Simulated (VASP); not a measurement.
# TiSi2 (Fddd) in VASP: notebook, part 3 of 3

VASP 6.6.1. The steps go on from the part before.

## 5. Relaxation of cell and atoms, PBEsol

This run uses another cell than the first one: it holds 12 atoms, not 6.

Contents of INCAR:

```
PREC     = Accurate       # precision mode
ENCUT    = 600            # plane-wave cutoff, eV
EDIFF    = 1E-6           # SCF threshold, eV
ISMEAR   = 0              # smearing method
SIGMA    = 0.1            # smearing width, eV
LREAL    = False          # projectors in reciprocal space
LASPH    = True           # aspherical terms in the spheres
NELM     = 80             # most SCF steps
ALGO     = Fast           # electronic algorithm
ISIF     = 3              # what is computed and relaxed
LWAVE    = False          # write WAVECAR
LCHARG   = False          # write CHGCAR
GGA      = PS             # functional
IBRION   = 2              # ionic algorithm
NSW      = 80             # ionic steps
EDIFFG   = -0.015         # ionic threshold
```

Contents of KPOINTS:

```
Automatic mesh
0
Gamma
  8 6 6
```

Contents of POSCAR:

```
TiSi2
1.0
    4.7617560794      0.0000000000      0.0000000000
    0.0000000000     -4.0910612934      4.2480470649
    0.0000000000     -4.0910612934     -4.2480470649
Ti Si
4 8
Direct
    0.2500000000      0.5000000000      0.0000000000
    0.7500000000      1.0000000000      0.5000000000
    0.0000000000      0.5000000000      0.5000000000
    0.5000000000      1.0000000000      0.0000000000
    0.7500000000      0.6638329376      0.1638329376
    0.2500000000      0.1638329376      0.6638329376
    0.7500000000      0.3361670624      0.8361670624
    0.2500000000      0.8361670624      0.3361670624
    0.0000000000      0.8361670624      0.8361670624
    0.5000000000      0.3361670624      0.3361670624
    1.0000000000      0.1638329376      0.1638329376
    0.5000000000      0.6638329376      0.6638329376
```

Potentials or basis: VASP PAW PBE potentials, release 64 (Ti_sv, Si).

The run is started by

```bash
$ cat potpaw_PBE.64/Ti_sv/POTCAR potpaw_PBE.64/Si/POTCAR > POTCAR
$ mpirun -np 1 vasp_std > vasp.out
```

OUTCAR:

```text
PREC = Accurate
   ENCUT = 600
   EDIFF = 1E-6
   ISMEAR = 0
   LREAL = False
   LASPH = True
   NELM = 80
   ISIF = 3
   GGA = PS
   IBRION = 2
   NSW = 80
   EDIFFG = -0.015

 ion  position               nearest neighbor table
   1  0.250  0.500  0.000-   9 2.53  10 2.53  11 2.53  12 2.53   5 2.73   7 2.73   5 2.73   7 2.73
                             6 2.75   8 2.75
   2  0.750  0.000  0.500-   9 2.53  10 2.53  11 2.53  12 2.53   6 2.73   8 2.73   6 2.73   8 2.73
                             7 2.75   5 2.75
   3  0.000  0.500  0.500-   5 2.53   6 2.53   7 2.53   8 2.53  10 2.73  12 2.73  10 2.73  12 2.73
                            11 2.75   9 2.75
   4  0.500  0.000  0.000-   5 2.53   6 2.53   7 2.53   8 2.53   9 2.73  11 2.73   9 2.73  11 2.73
                            10 2.75  12 2.75
   5  0.750  0.664  0.164-   9 2.52  10 2.52   3 2.53   4 2.53   7 2.68   1 2.73   1 2.73   2 2.75
                             8 2.77   8 2.77
   6  0.250  0.164  0.664-   9 2.52  10 2.52   3 2.53   4 2.53   8 2.68   2 2.73   2 2.73   1 2.75
                             7 2.77   7 2.77
   7  0.750  0.336  0.836-  11 2.52  12 2.52   3 2.53   4 2.53   5 2.68   1 2.73   1 2.73   2 2.75
                             6 2.77   6 2.77
   8  0.250  0.836  0.336-  11 2.52  12 2.52   3 2.53   4 2.53   6 2.68   2 2.73   2 2.73   1 2.75
                             5 2.77   5 2.77
   9  0.000  0.836  0.836-   5 2.52   6 2.52   1 2.53   2 2.53  11 2.68   4 2.73   4 2.73   3 2.75
                            12 2.77  12 2.77
  10  0.500  0.336  0.336-   5 2.52   6 2.52   1 2.53   2 2.53  12 2.68   3 2.73   3 2.73   4 2.75
                            11 2.77  11 2.77
  11  0.000  0.164  0.164-   7 2.52   8 2.52   1 2.53   2 2.53   9 2.68   4 2.73   4 2.73   3 2.75
[... 236 lines left out ...]
  external PRESSURE =       1.3775012 kB  Pullay stress =       0.0000000 kB
[... 79 lines left out ...]
--------------------------------------- Ionic step        3  -------------------------------------------

 number of electron      80.0000004 magnetization

 Free energy of the ion-electron system (eV)
  ---------------------------------------------------
  ext. energy  EPLUGINS =         0.00000000
  ---------------------------------------------------
  free energy    TOTEN  =       -87.37157996 eV

  energy without entropy =      -87.35031113  energy(sigma->0) =      -87.36094554

 E-fermi :  10.2496     XC(G=0): -11.8802

 val. band max:       10.2492933824   @ k =   0.2500  -0.3333   0.3333
 cond. band min:      10.2508024882   @ k =   0.2500   0.1667   0.0000
 fundamental gap:      0.0015091057
 Fermi energy:        10.2496489514

 k-point     1 :       0.0000    0.0000    0.0000
  band No.  band energies     occupation
      1     -45.7124      2.00000
      2     -45.6965      2.00000
      3     -45.6965      2.00000
      4     -45.6811      2.00000
      5     -22.2308      2.00000
      6     -22.2308      2.00000
[... 1213 lines left out ...]
     47      12.3604      0.00000
     48      12.7336      0.00000

 [... further k-points ...]

------------------------ aborting loop because EDIFF is reached ----------------------------------------

  FORCE on cell =-STRESS in cart. coord.  units (eV):
  Direction    XX          YY          ZZ          XY          YZ          ZX
  --------------------------------------------------------------------------------------
  -------------------------------------------------------------------------------------
  Total       -0.0503814     -0.0093830     -0.0126259      0.0000000      0.0000000      0.0000000
  in kB       -0.4872980     -0.0907545     -0.1221202      0.0000000      0.0000000      0.0000000
  external PRESSURE =      -0.2333909 kB  Pullay stress =       0.0000000 kB
[... 27 lines left out ...]
  FREE ENERGIE OF THE ION-ELECTRON SYSTEM (eV)
  ---------------------------------------------------
  free  energy   TOTEN  =       -87.3715799575 eV

  energy  without entropy=      -87.3503111288  energy(sigma->0) =      -87.36094554

 reached required accuracy - stopping structural energy minimisation
```

OSZICAR:

```text
N       E                     dE             d eps       ncg     rms          rms(c)
DAV:   1     0.948404308288E+03    0.94840E+03   -0.39884E+04  6240   0.196E+03
DAV:   2     0.445603472536E+02   -0.90384E+03   -0.88196E+03  6240   0.570E+02
DAV:   3    -0.811253380894E+02   -0.12569E+03   -0.12046E+03  9704   0.173E+02
[... 65 lines left out ...]
RMM:   6    -0.873715729627E+02   -0.64014E-05   -0.48095E-05  8476   0.246E-02    0.642E-03
RMM:   7    -0.873715773870E+02   -0.44243E-05   -0.27988E-05  8320   0.273E-02    0.489E-03
RMM:   8    -0.873715782400E+02   -0.85298E-06   -0.18280E-05  7417   0.182E-02    0.186E-03
RMM:   9    -0.873715795581E+02   -0.13181E-05   -0.13894E-05  6603   0.124E-02    0.250E-03
RMM:  10    -0.873715799575E+02   -0.39944E-06   -0.47815E-06  5811   0.101E-02
   3 F= -.87371580E+02 E0= -.87360946E+02  d E =-.965096E-04
```

CONTCAR:

```text
TiSi2
   1.00000000000000
     4.7623879310798944    0.0000000000000000    0.0000000000000000
     0.0000000000000000   -4.0918469932253121    4.2502232508635682
     0.0000000000000000   -4.0918469932253121   -4.2502232508635682
  Ti              Si
     4     8
Direct
     0.2500000000000000    0.5000000000000000    0.0000000000000000
     0.7500000000000000    0.0000000000000000    0.5000000000000000
     0.0000000000000000    0.5000000000000000    0.5000000000000000
     0.5000000000000000    0.0000000000000000    0.0000000000000000
     0.7500000000000000    0.6638504396973102    0.1638504396973101
     0.2500000000000000    0.1638504396973101    0.6638504396973102
     0.7500000000000000    0.3361495603026899    0.8361495603026898
     0.2500000000000000    0.8361495603026898    0.3361495603026899
     0.0000000000000000    0.8361495603026898    0.8361495603026898
     0.5000000000000000    0.3361495603026899    0.3361495603026899
     0.0000000000000000    0.1638504396973101    0.1638504396973101
     0.5000000000000000    0.6638504396973102    0.6638504396973102

  0.00000000E+00  0.00000000E+00  0.00000000E+00
  0.00000000E+00  0.00000000E+00  0.00000000E+00
  0.00000000E+00  0.00000000E+00  0.00000000E+00
  0.00000000E+00  0.00000000E+00  0.00000000E+00
  0.00000000E+00  0.00000000E+00  0.00000000E+00
  0.00000000E+00  0.00000000E+00  0.00000000E+00
  0.00000000E+00  0.00000000E+00  0.00000000E+00
  0.00000000E+00  0.00000000E+00  0.00000000E+00
  0.00000000E+00  0.00000000E+00  0.00000000E+00
  0.00000000E+00  0.00000000E+00  0.00000000E+00
  0.00000000E+00  0.00000000E+00  0.00000000E+00
  0.00000000E+00  0.00000000E+00  0.00000000E+00
```

Wall time 74 min (1 thread of Oxide Virtual Turin-like, shared host); peak memory 0.59 GiB.

Results:

```
Free energy                           : -87.3716 eV
Relaxed volume                        : 13.80 Å³/atom
Relaxed cell                          : a = 4.762 Å, b = 5.900 Å, c = 5.900 Å, α = 92.18°, β = 90.00°, γ = 90.00°
Space group after relaxing (to 0.1 Å) : Fddd (No. 70)
Energy gained by relaxing             : 0.0 meV/atom
Ionic steps                           : 3
Pressure after relaxing               : 0.0 GPa
Largest force after relaxing          : 0.004 eV/Å
Band gap on the k mesh                : zero (bands 40 and 41 overlap by 1.27 eV)
```

Forces in eV/Å, atoms in the order of the input:
```
Ti   0.000  0.000  0.000
Ti   0.000  0.000  0.000
Ti   0.000  0.000  0.000
Ti   0.000  0.000  0.000
Si   0.000 -0.004  0.000
Si   0.000 -0.004  0.000
Si   0.000  0.004  0.000
Si   0.000  0.004  0.000
Si   0.000  0.004  0.000
Si   0.000  0.004  0.000
Si   0.000 -0.004  0.000
Si   0.000 -0.004  0.000
```

Final structure:
```yaml
crystal:
  lattice:
    - [4.76239, 0.00000, 0.00000]
    - [0.00000, -4.09185, 4.25022]
    - [0.00000, -4.09185, -4.25022]
  atoms:
    - { symbol: Ti, position: [0.25000, 0.50000, 0.00000] }
    - { symbol: Ti, position: [0.75000, 0.00000, 0.50000] }
    - { symbol: Ti, position: [0.00000, 0.50000, 0.50000] }
    - { symbol: Ti, position: [0.50000, 0.00000, 0.00000] }
    - { symbol: Si, position: [0.75000, 0.66385, 0.16385] }
    - { symbol: Si, position: [0.25000, 0.16385, 0.66385] }
    - { symbol: Si, position: [0.75000, 0.33615, 0.83615] }
    - { symbol: Si, position: [0.25000, 0.83615, 0.33615] }
    - { symbol: Si, position: [0.00000, 0.83615, 0.83615] }
    - { symbol: Si, position: [0.50000, 0.33615, 0.33615] }
    - { symbol: Si, position: [0.00000, 0.16385, 0.16385] }
    - { symbol: Si, position: [0.50000, 0.66385, 0.66385] }
```

Levels at points of the mesh, in eV from the Fermi level:
```
           k point  band 37  band 38  band 39  band 40  band 41  band 42  band 43  band 44
(0.00, 0.00, 0.00)    -1.17    -1.17    -0.93    -0.64    -0.64     0.88     0.88     2.10
(0.50, 0.00, 0.00)     0.15     0.15     0.47     0.47     0.61     0.61     1.24     1.24
(0.00, 0.50, 0.00)    -1.21    -1.21    -0.70    -0.70    -0.33    -0.33     1.00     1.00
(0.50, 0.50, 0.00)    -0.03    -0.03     0.15     0.15     1.04     1.04     1.40     1.40
(0.00, 0.50, 0.50)    -1.00    -1.00    -0.86    -0.86     0.77     0.77     1.31     1.31
(0.50, 0.50, 0.50)    -1.40    -1.40    -1.40    -1.40     1.44     1.44     1.44     1.44
```

Caveat: the PAW data sets were made with another functional, which shifts forces and pressure a little.

## 6. The runs side by side

| task | cell | k mesh | cutoff (eV) | gap on the mesh (eV) | pressure (GPa) |
| --- | --- | --- | --- | --- | --- |
| single point | a = 5.926, b = 4.884, c = 4.760 Å, angles 75.8, 53.0, 51.1°, 6 atoms, atomic positions A | 10 × 10 × 10 | 520 | none | -1.6 |
| single point | a = 5.926, b = 4.884, c = 4.760 Å, angles 75.8, 53.0, 51.1°, 6 atoms, atomic positions B | 10 × 10 × 10 | 520 | none | -1.6 |
| single point | a = 5.954, b = 4.910, c = 4.788 Å, angles 75.7, 53.1, 51.2°, 6 atoms, atomic positions B | 10 × 10 × 10 | 520 | none | -4.1 |
| relaxation of cell and atoms | relaxed from a = 4.762, b = 5.898, c = 5.898 Å, angles 92.2, 90.0, 90.0°, 12 atoms, atomic positions C | 8 × 6 × 6 | 600 | none | 0.0 |

Alike in all rows: level PBEsol; potentials or basis VASP PAW PBE potentials, release 64 (Ti_sv, Si); no spin polarisation; smearing gaussian 0.1 eV.

Caveats: the PAW data sets were made with another functional, which shifts forces and pressure a little; the cell stands under tension (at least some runs).

Absolute energies hang on the potentials; compare differences alone.
